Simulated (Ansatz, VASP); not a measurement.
# One calculation of Hf2N, two programs

File POSCAR:

```
Hf2N
1.0
    5.3131240200      0.0000000000      0.0000000000
    0.0000000000      5.3131240200      0.0000000000
    0.0000000000      0.0000000000      3.2420983900
Hf N
4 2
Direct
    0.2955363700      0.2955363700      0.0000000000
    0.7044636300      0.7044636300      0.0000000000
    0.7955363700      0.2044636300      0.5000000000
    0.2044636300      0.7955363700      0.5000000000
    0.0000000000      0.0000000000      0.0000000000
    0.5000000000      0.5000000000      0.5000000000
```

File INCAR.step1:

```
PREC = Accurate
ENCUT = 600
ISMEAR = 0
SIGMA = 0.1
LREAL = False
LASPH = True
NELM = 100
GGA = PE
ALGO = Normal
EDIFF = 1E-4
LWAVE = True
LCHARG = False
```

File INCAR.step2:

```
PREC = Accurate
ENCUT = 600
EDIFF = 1E-6
ISMEAR = 0
SIGMA = 0.1
LREAL = False
LASPH = True
NELM = 100
ALGO = Normal
ISIF = 3
LWAVE = False
LCHARG = False
METAGGA = R2SCAN
LMIXTAU = True
IBRION = 2
NSW = 80
EDIFFG = -0.01
ISTART = 1
```

Contents of KPOINTS:

```
regular mesh
0
Gamma
  1 1 1
```

Input for Ansatz:

```yaml
crystal:
  lattice:
    - [5.31312402, 0.0, 0.0]
    - [0.0, 5.31312402, 0.0]
    - [0.0, 0.0, 3.24209839]
  atoms:
    - { symbol: Hf, position: [0.29553637, 0.29553637, 0.0] }
    - { symbol: Hf, position: [0.70446363, 0.70446363, 0.0] }
    - { symbol: Hf, position: [0.79553637, 0.20446363, 0.5] }
    - { symbol: Hf, position: [0.20446363, 0.79553637, 0.5] }
    - { symbol: "N", position: [0.0, 0.0, 0.0] }
    - { symbol: "N", position: [0.5, 0.5, 0.5] }
basis:
  ecutwfc: 500
kpoints:
  mp_grid: { grid: [1, 1, 1] }
hamiltonian:
  xc: r2scan
scf:
  occupations: { method: gaussian, width: 0.1 }
output:
  forces: true
  stress: true
  eigenvalues: true
relax:
  adjacent_minimum: "off"
  f_tol: 0.01
  max_steps: 60
  cell: { stress_tol: 0.05 }
```

Alike in both runs: task relaxation of cell and atoms; functional r2SCAN; k mesh 1 × 1 × 1; occupations gaussian, width 0.1 eV; no spin polarisation.

```csv
,VASP,Ansatz
version,VASP 6.6.1,Ansatz 0.2.0
potentials or method,"VASP PAW PBE potentials, release 64 (Hf_pv, N), cutoff 600 eV","scalar-relativistic, plane waves, PAW"
valence electrons in the cell,50,114
```

```csv
,VASP,Ansatz,Ansatz less VASP
relaxed volume (Å³/atom),16.49,16.58,+0.081
relaxed cell length with the largest relative difference (Å),5.599,5.620,+0.0215
```

VASP's potentials were made for PBE, not for r2SCAN. VASP's potentials hold 50 valence electrons a cell and Ansatz's 114, so a difference there can come from the potentials and not from the codes.

The k mesh is coarse, so the values compare programs but aren't converged. Neither program's run includes spin-orbit coupling.
